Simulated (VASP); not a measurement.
# NbN in VASP: single point with PBEsol

Aim: the single point of NbN with PBEsol.

Everything below comes from runs of VASP 6.6.1. Logs are shortened: lines on timing, memory, paths and dates and some standing lists are left out, and cuts for length are marked.

## Step 1: The cell of the first run

The cell holds a slab with vacuum, 24 atoms: a = 12.390 Å, b = 3.097 Å, c = 18.571 Å, α = 90.00°, β = 90.00°, γ = 90.00°.

## Step 2: Single point, PBEsol

Input file INCAR:

```
  ALGO = Normal
  DIPOL = 0.5 0.5 0.198
  EDIFF = 1E-6
  ENCUT = 520
  GGA = PS
  GGA_COMPAT = False
  IDIPOL = 3
  ISIF = 2
  ISMEAR = 0
  LASPH = True
  LCHARG = False
  LDIPOL = True
  LREAL = False
  LWAVE = False
  NBANDS = 126
  NELM = 120
  NELMDL = -8
  PREC = Accurate
  SIGMA = 0.1
```

Input file KPOINTS:

```
k-points
0
Gamma
  3 12 1
```

Input file POSCAR:

```
NbN
1.0
   12.3899151800      0.0000000000      0.0000000000
    0.0000000000      3.0974787950      0.0000000000
    0.0000000000      0.0000000000     18.5707447816
N Nb
12 12
Direct
    0.0000000000      0.0000000000      0.0807722048
    0.1250000000      0.5000000000      0.1952403466
    0.2500000000      0.0000000000      0.0807722048
    0.3750000000      0.5000000000      0.1952403466
    0.5000000000      0.0000000000      0.0807722048
    0.6250000000      0.5000000000      0.1952403466
    0.7500000000      0.0000000000      0.0807722048
    0.8750000000      0.5000000000      0.1952403466
    0.0000000000      0.0000000000      0.3234288470
    0.2500000000      0.0000000000      0.3234288470
    0.5000000000      0.0000000000      0.3234288470
    0.7500000000      0.0000000000      0.3234288470
    0.0000000000      0.0000000000      0.1993589763
    0.1250000000      0.5000000000      0.0807722048
    0.2500000000      0.0000000000      0.1993589763
    0.3750000000      0.5000000000      0.0807722048
    0.5000000000      0.0000000000      0.1993589763
    0.6250000000      0.5000000000      0.0807722048
    0.7500000000      0.0000000000      0.1993589763
    0.8750000000      0.5000000000      0.0807722048
    0.1250000000      0.5000000000      0.3084203398
    0.3750000000      0.5000000000      0.3084203398
    0.6250000000      0.5000000000      0.3084203398
    0.8750000000      0.5000000000      0.3084203398
```

Potentials or basis: VASP PAW PBE potentials, release 64 (N, Nb_sv).

Command:

```bash
cat potpaw_PBE.64/N/POTCAR potpaw_PBE.64/Nb_sv/POTCAR > POTCAR
mpirun -np 1 vasp_std > vasp.out
```

OUTCAR:

```text
EDIFF = 1E-6
   ENCUT = 520
   GGA = PS
   ISIF = 2
   ISMEAR = 0
   LASPH = True
   LREAL = False
   NELM = 120
   NELMDL = -8
   PREC = Accurate

 ion  position               nearest neighbor table
   1  0.000  0.000  0.081-  14 2.19  20 2.19  14 2.19  20 2.19  13 2.20
   2  0.125  0.500  0.195-  21 2.10  14 2.13  15 2.19  13 2.19  13 2.19  15 2.19
   3  0.250  0.000  0.081-  14 2.19  16 2.19  14 2.19  16 2.19  15 2.20
   4  0.375  0.500  0.195-  22 2.10  16 2.13  17 2.19  15 2.19  15 2.19  17 2.19
   5  0.500  0.000  0.081-  16 2.19  18 2.19  16 2.19  18 2.19  17 2.20
   6  0.625  0.500  0.195-  23 2.10  18 2.13  19 2.19  17 2.19  17 2.19  19 2.19
   7  0.750  0.000  0.081-  18 2.19  20 2.19  18 2.19  20 2.19  19 2.20
   8  0.875  0.500  0.195-  24 2.10  20 2.13  13 2.19  19 2.19  13 2.19  19 2.19
   9  0.000  0.000  0.323-  21 2.21  24 2.21  21 2.21  24 2.21  13 2.30
  10  0.250  0.000  0.323-  21 2.21  22 2.21  21 2.21  22 2.21  15 2.30
  11  0.500  0.000  0.323-  22 2.21  23 2.21  22 2.21  23 2.21  17 2.30
  12  0.750  0.000  0.323-  23 2.21  24 2.21  23 2.21  24 2.21  19 2.30
  13  0.000  0.000  0.199-   2 2.19   8 2.19   2 2.19   8 2.19   1 2.20   9 2.30  21 2.98  24 2.98
                            21 2.98  24 2.98
  14  0.125  0.500  0.081-   2 2.13   1 2.19   3 2.19   1 2.19   3 2.19
  15  0.250  0.000  0.199-   2 2.19   4 2.19   2 2.19   4 2.19   3 2.20  10 2.30  21 2.98  22 2.98
                            21 2.98  22 2.98
  16  0.375  0.500  0.081-   4 2.13   3 2.19   5 2.19   3 2.19   5 2.19
  17  0.500  0.000  0.199-   4 2.19   6 2.19   4 2.19   6 2.19   5 2.20  11 2.30  22 2.98  23 2.98
                            22 2.98  23 2.98
  18  0.625  0.500  0.081-   6 2.13   5 2.19   7 2.19   5 2.19   7 2.19
  19  0.750  0.000  0.199-   6 2.19   8 2.19   6 2.19   8 2.19   7 2.20  12 2.30  23 2.98  24 2.98
                            23 2.98  24 2.98
  20  0.875  0.500  0.081-   8 2.13   7 2.19   1 2.19   1 2.19   7 2.19
  21  0.125  0.500  0.308-   2 2.10   9 2.21  10 2.21   9 2.21  10 2.21  13 2.98  15 2.98  13 2.98
                            15 2.98
  22  0.375  0.500  0.308-   4 2.10  10 2.21  11 2.21  10 2.21  11 2.21  15 2.98  17 2.98  15 2.98
                            17 2.98
  23  0.625  0.500  0.308-   6 2.10  11 2.21  12 2.21  11 2.21  12 2.21  17 2.98  19 2.98  17 2.98
                            19 2.98
  24  0.875  0.500  0.308-   8 2.10   9 2.21  12 2.21   9 2.21  12 2.21  13 2.98  19 2.98  13 2.98
                            19 2.98

  LATTYP: Found a simple orthorhombic cell.
 ALAT       =     3.0974787950
 B/A-ratio  =     4.0000000000
 C/A-ratio  =     5.9954388749

  Lattice vectors:

 A1 = (   0.0000000000,  -3.0974787950,   0.0000000000)
 A2 = (  12.3899151800,   0.0000000000,   0.0000000000)
 A3 = (   0.0000000000,   0.0000000000,  18.5707447816)

Analysis of symmetry for initial positions (statically):
=====================================================================
 Subroutine PRICEL returns following result:

  LATTYP: Found a simple tetragonal cell.
 ALAT       =     3.0974787950
 C/A-ratio  =     5.9954388749

  Lattice vectors:

 A1 = (   3.0974787950,   0.0000000000,   0.0000000000)
 A2 = (   0.0000000000,   3.0974787950,   0.0000000000)
 A3 = (   0.0000000000,   0.0000000000,  18.5707447816)

   4 primitive cells build up your supercell.

 Routine SETGRP: Setting up the symmetry group for a
 simple orthorhombic supercell.

 Subroutine GETGRP returns: Found  4 space group operations
 (whereof  4 operations were pure point group operations)
 out of a pool of  8 trial point group operations.

The static configuration has the point symmetry C_2v.

Analysis of symmetry for dynamics (positions and initial velocities):
=====================================================================
 Subroutine PRICEL returns following result:

  LATTYP: Found a simple tetragonal cell.
 ALAT       =     3.0974787950
 C/A-ratio  =     5.9954388749

  Lattice vectors:

 A1 = (   3.0974787950,   0.0000000000,   0.0000000000)
 A2 = (   0.0000000000,   3.0974787950,   0.0000000000)
 A3 = (   0.0000000000,   0.0000000000,  18.5707447816)

   4 primitive cells build up your supercell.

 Routine SETGRP: Setting up the symmetry group for a
 simple orthorhombic supercell.

 Subroutine GETGRP returns: Found  4 space group operations
 (whereof  4 operations were pure point group operations)
 out of a pool of  8 trial point group operations.

The dynamic configuration has the point symmetry C_2v.
[... 52 lines left out ...]
     0.026903601  0.026903601  0.053848137

  Shift w.r.t. Gamma in fractional coordinates (k-lattice)
     0.000000000  0.000000000  0.000000000

 Subroutine IBZKPT returns following result:
 ===========================================

 Found     14 irreducible k-points:

 Following reciprocal coordinates:
            Coordinates               Weight
  0.000000  0.000000  0.000000      1.000000
  0.333333  0.000000  0.000000      2.000000
  0.000000  0.083333  0.000000      2.000000
  0.333333  0.083333  0.000000      4.000000
  0.000000  0.166667  0.000000      2.000000
  0.333333  0.166667  0.000000      4.000000
  0.000000  0.250000  0.000000      2.000000
  0.333333  0.250000  0.000000      4.000000
  0.000000  0.333333  0.000000      2.000000
  0.333333  0.333333  0.000000      4.000000
  0.000000  0.416667  0.000000      2.000000
  0.333333  0.416667  0.000000      4.000000
  0.000000  0.500000  0.000000      1.000000
  0.333333  0.500000  0.000000      2.000000
   k-points           NKPTS =     14   k-points in BZ     NKDIM =     14   number of bands    NBANDS=    126
   number of dos      NEDOS =    301   number of ions     NIONS =     24
   total plane-waves  NPLWV = 322560
   dimension x,y,z NGX =    96 NGY =   24 NGZ =  140
   dimension x,y,z NGXF=   192 NGYF=   48 NGZF=  280
   ions per type =              12  12
   NGX,Y,Z   is equivalent  to a cutoff of  12.88, 12.88, 12.53 a.u.
   NGXF,Y,Z  is equivalent  to a cutoff of  25.76, 25.76, 25.07 a.u.
 SYSTEM =  unknown system
   PREC   = accura    normal or accurate (medium, high low for compatibility)
   ISTART =      0    job   : 0-new  1-cont  2-samecut
   ICHARG =      2    charge: 1-file 2-atom 10-const
   ISPIN  =      1    spin polarized calculation?
   LNONCOLLINEAR =      F non collinear calculations
   LSORBIT =      F    spin-orbit coupling
   LASPH  =      T    aspherical Exc in radial PAW
   ENCUT  =  520.0 eV  38.22 Ry    6.18 a.u.  23.04  5.76 34.53*2*pi/ulx,y,z
   NELM   =    120;   NELMIN=  2; NELMDL= -8     # of ELM steps
   EDIFF  = 0.1E-05   stopping-criterion for ELM
   LREAL  =      F    real-space projection
   EDIFFG = 0.1E-04   stopping-criterion for IOM
   NSW    =      0    number of steps for IOM
   IBRION =     -1    ionic relax: 0-MD 1-quasi-New 2-CG
   NFREE  =      0    steps in history (QN), initial steepest desc. (CG)
   ISIF   =      2    stress and relaxation
   ISYM   =      2    0-nonsym 1-usesym 2-fastsym
   POTIM  = 0.5000    time-step for ionic-motion
   TEBEG  =    0.0;   TEEND  =   0.0 temperature during run
   PSTRESS=    0.0 pullay stress
   NELECT =     216.0000    total number of electrons
   NUPDOWN=      -1.0000    fix difference up-down
   EMIN   =  10.00;   EMAX   =-10.00  energy-range for DOS
   EFERMI =   0.00;   METHOD = LEGACY
   ISMEAR =     0;   SIGMA  =   0.10  broadening in eV -4-tet -1-fermi 0-gaus
   EFERMI_NEDOS =   21; number of points for ismear=-14 and -15
   IALGO  =     38    algorithm
   IMIX   =      4    mixing-type and parameters
     AMIX     =   0.40;   BMIX     =  1.00
     AMIX_MAG =   1.60;   BMIX_MAG =  1.00
  volume/ion in A,a.u.               =      29.70       200.40
  Fermi-wavevector in a.u.,A,eV,Ry     =   1.099657  2.078051 16.452797  1.209246
  Thomas-Fermi vector in A             =   2.236056
   LORBIT       =      0    0 simple, 1 ext, 2 COOP (PROOUT), +10 PAW based schemes
   GGA     = PS    functional components
   LHFCALC =     F    Hartree Fock is set to
   AEXX    =    0.0000 exact exchange contribution
   IVDW    =     0    specifies the selected vdW correction
   LEPSILON=     F    determine dielectric tensor
   LRPA    =     F    only Hartree local field effects (RPA)
 non-spin polarized calculation
 Gauss-broadening in eV      SIGMA  =   0.10
  energy-cutoff  :      520.00
  volume of cell :      712.70
 maximum number of plane-waves:     19230
 NGX is ok and might be reduce to    96
   NGX = 47   NGY = 11   NGZ = 69

 dipolmoment           0.000000      0.000000      0.003026 electrons x Angstroem

 number of electron     215.9999988 magnetization

 dipolmoment           0.000000      0.000000     -0.039799 electrons x Angstroem

 Free energy of the ion-electron system (eV)
  ---------------------------------------------------
  ext. energy  EPLUGINS =         0.00000000
  ---------------------------------------------------
  free energy    TOTEN  =      -254.84560901 eV

  energy without entropy =     -254.78002716  energy(sigma->0) =     -254.81281809

 E-fermi :   2.6785     XC(G=0):  -5.8991

 val. band max:        2.6767751078   @ k =   0.3333   0.2500   0.0000
 cond. band min:       2.7332270341   @ k =   0.3333   0.1667   0.0000
 fundamental gap:      0.0564519262
 Fermi energy:         2.6785497195

 k-point     1 :       0.0000    0.0000    0.0000
  band No.  band energies     occupation
      1     -53.5133      2.00000
      2     -53.4861      2.00000
      3     -53.4861      2.00000
      4     -53.4589      2.00000
      5     -53.3765      2.00000
      6     -53.3413      2.00000
[... 1711 lines left out ...]
    119       4.6749      0.00000
    120       4.7295      0.00000
 [bands above 120 left out]

------------------------ aborting loop because EDIFF is reached ----------------------------------------

 vacuum level on the upper side and lower side of the slab       (xc-potential included)        -0.312        -0.179

  FORCE on cell =-STRESS in cart. coord.  units (eV):
  Direction    XX          YY          ZZ          XY          YZ          ZX
  --------------------------------------------------------------------------------------
  -------------------------------------------------------------------------------------
  Total      -31.8191261    -31.8189953     -0.8037331      0.0000000      0.0000000      0.0000000
  in kB      -71.5307591    -71.5304649     -1.8068264      0.0000000      0.0000000      0.0000000
  external PRESSURE =     -48.2893501 kB  Pullay stress =       0.0000000 kB

 VOLUME and BASIS-vectors are now :
 -----------------------------------------------------------------------------
  energy-cutoff  :      520.00
  volume of cell :      712.70
      direct lattice vectors                 reciprocal lattice vectors
    12.389915180  0.000000000  0.000000000     0.080710803  0.000000000  0.000000000
     0.000000000  3.097478795  0.000000000     0.000000000  0.322843211  0.000000000
     0.000000000  0.000000000 18.570744782     0.000000000  0.000000000  0.053848137

 POSITION                                       TOTAL-FORCE (eV/Angst)
 -----------------------------------------------------------------------------------
      0.00000      0.00000      1.50000         0.000000      0.000000     -1.177996
      1.54874      1.54874      3.62576        -0.000000      0.000000      0.018627
      3.09748      0.00000      1.50000         0.000000      0.000000     -1.177996
      4.64622      1.54874      3.62576        -0.000000      0.000000      0.018627
      6.19496      0.00000      1.50000         0.000000      0.000000     -1.177996
      7.74370      1.54874      3.62576         0.000000      0.000000      0.018627
[... 16 lines left out ...]
      7.74370      1.54874      5.72760        -0.000000      0.000000     -0.017245
     10.84118      1.54874      5.72760        -0.000000     -0.000000     -0.017245
 -----------------------------------------------------------------------------------
    total drift:                                0.000000      0.000000     -0.002457

  FREE ENERGIE OF THE ION-ELECTRON SYSTEM (eV)
  ---------------------------------------------------
  free  energy   TOTEN  =      -254.8456090079 eV

  energy  without entropy=     -254.7800271624  energy(sigma->0) =     -254.81281809

 vacuum level on the upper side and lower side of the slab         5.887         6.031
```

Wall time 44 min (1 thread of Intel Xeon 6975P-C (Granite Rapids), shared host); peak memory 1.2 GiB.

Results:

| Property | Result |
| --- | --- |
| Free energy | -254.8456 eV |
| Largest force | 1.208 eV/Å |
| Band gap on the k mesh | zero (bands 108 and 109 overlap by 1.21 eV) |

Forces in eV/Å, atoms in the order of the input:
```
N    0.000  0.000 -1.178
N    0.000  0.000  0.019
N    0.000  0.000 -1.178
N    0.000  0.000  0.019
N    0.000  0.000 -1.178
N    0.000  0.000  0.019
N    0.000  0.000 -1.178
N    0.000  0.000  0.019
N    0.000  0.000 -0.008
N    0.000  0.000 -0.008
N    0.000  0.000 -0.008
N    0.000  0.000 -0.008
Nb   0.000  0.000 -0.023
Nb   0.000  0.000  1.208
Nb   0.000  0.000 -0.023
Nb   0.000  0.000  1.208
Nb   0.000  0.000 -0.023
Nb   0.000  0.000  1.208
Nb   0.000  0.000 -0.023
Nb   0.000  0.000  1.208
Nb   0.000  0.000 -0.017
Nb   0.000  0.000 -0.017
Nb   0.000  0.000 -0.017
Nb   0.000  0.000 -0.017
```

Caveat: the PAW data sets were made with another functional, which shifts forces and pressure a little.

The gap in the log of VASP goes by the Fermi energy; the results here count the filled bands.